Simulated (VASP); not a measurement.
Crystal: NdHf.

```
CELL_PARAMETERS angstrom
3.92763 0.00000 0.00000
0.00000 3.92763 0.00000
0.00000 0.00000 3.27726
ATOMIC_POSITIONS crystal
Nd 0.00000 0.00000 0.50000
Hf 0.50000 0.50000 0.00000
```

The cell was built from a structure type or drawn by symmetry, and may not be a known phase.

```yaml
Program: VASP 6.6.1
Task: relaxation of cell and atoms
Functional: PBE
Potentials_or_basis: VASP PAW PBE potentials, release 64 (Nd, Hf_pv)
Cutoff: 600 eV
k_mesh: 5 × 5 × 6
Occupations: gaussian, width 0.2 eV
Spin: no spin polarisation
```

At the start: pressure -1.8 GPa; volume 25.28 Å³/atom.

Task: Where does the relaxation end?

Result: Over 3 steps the energy falls by 5.4 meV/atom and the volume is 24.41 Å³/atom (-3.4 %); space group P4/mmm (No. 123, to 0.1 Å) before and after.

The path:
```
step  energy change (eV)  largest force (eV/Å)  pressure (GPa)  volume (Å³)
   1              0.0000                0.0000           -1.75        50.56
   2             -0.0105                0.0000            0.46        48.56
   3             -0.0108                0.0000            0.13        48.82
```

Final structure:
```
Nd Hf
1.0
     3.89229    0.00000    0.00000
     0.00000    3.89229    0.00000
     0.00000    0.00000    3.22270
Nd Hf
1 1
Direct
  0.00000 0.00000 0.50000
  0.50000 0.50000 0.00000
```

Caveat: semilocal functionals describe open f shells poorly, which spoils levels, moments and volumes.
